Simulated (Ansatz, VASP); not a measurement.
## TiSi2 in VASP and in Ansatz

```
Ti Si
1.0
     1.69079   -6.86472    0.00000
     1.69079    6.86472    0.00000
     0.00000    0.00000    3.41180
Ti Si
2 4
Direct
  0.89681 0.10319 0.75000
  0.10319 0.89681 0.25000
  0.55914 0.44086 0.75000
  0.44086 0.55914 0.25000
  0.24983 0.75017 0.75000
  0.75017 0.24983 0.25000
```

Change from the starting cell: volume 13.200 Å^3 an atom, stretch along b over the lengths across it, relative to the relaxed cell 1.0620.

Alike in both runs: task single point; functional PBE; k mesh 12 × 12 × 12; occupations gaussian, width 0.15 eV; no spin polarisation.

```csv
,VASP,Ansatz
version,VASP 6.6.1,Ansatz 0.2.0
potentials or method,"VASP PAW PBE potentials, release 64 (Ti_sv, Si), cutoff 520 eV","scalar-relativistic, plane waves, PAW"
valence electrons in the cell,40,40
```

|  | VASP | Ansatz | Ansatz less VASP |
| --- | --- | --- | --- |
| gap on the k mesh at the Fermi level (eV) | none | none | - |
| pressure (GPa) | 15.9 | 15.9 | +0.04 |
| traceless stress, the component that is largest in VASP (GPa) | -12.54 | -12.53 | +0.011 |
| rms of the force components (eV/Å) | 0.113 | 0.111 | -0.0016 |

Atom by atom the forces differ by 0.004 eV/Å (rms over components). A gap of «none» marks a metal or a gap that the smearing closes.
